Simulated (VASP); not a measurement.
A run of VASP 6.6.1:

The input INCAR:

```
SYSTEM = LuZrBr6
PREC = Accurate
ENCUT = 520
EDIFF = 1E-6
ISMEAR = 0
SIGMA = 0.1
LREAL = .False.
LASPH = .True.
NELM = 60
ALGO = Normal
ISIF = 2
LWAVE = .False.
LCHARG = .False.
GGA = PE
NBANDS = 50
```

File KPOINTS:

```
regular mesh
0
Gamma
  3 3 4
  0 0 0
```

File POSCAR:

```
LuZrBr6
1.0
    7.3448823564      0.0000000000      0.0000000000
   -3.6724411782      6.3608547084      0.0000000000
    0.0000000000      0.0000000000      7.0853120423
Lu Zr Br
1 1 6
Direct
    0.0000000000      0.0000000000      0.0000000000
    0.0000000000      0.0000000000      0.5000000000
    0.2843297839      0.0000000000      0.7428931006
    0.0000000000      0.2843297839      0.7428931006
    0.7156702161      0.7156702161      0.7428931006
    0.2843297839      0.0000000000      0.2571068994
    0.0000000000      0.2843297839      0.2571068994
    0.7156702161      0.7156702161      0.2571068994
```

Potentials or basis: VASP PAW PBE potentials, release 64 (Lu, Zr_sv, Br).

Run with:

```bash
$ cat potpaw_PBE.64/Lu/POTCAR potpaw_PBE.64/Zr_sv/POTCAR potpaw_PBE.64/Br/POTCAR > POTCAR
$ mpirun -np 1 vasp_std > vasp.out
```

Hardware: 1 thread of Oxide Virtual Turin-like Processor, on a shared host.

Estimate the wall time of this run.

Run time: 4.8 min on 1 thread of Oxide Virtual Turin-like Processor, with other jobs on the host, peak memory 0.47 GiB. Counts: scf iterations 14, k points 9.
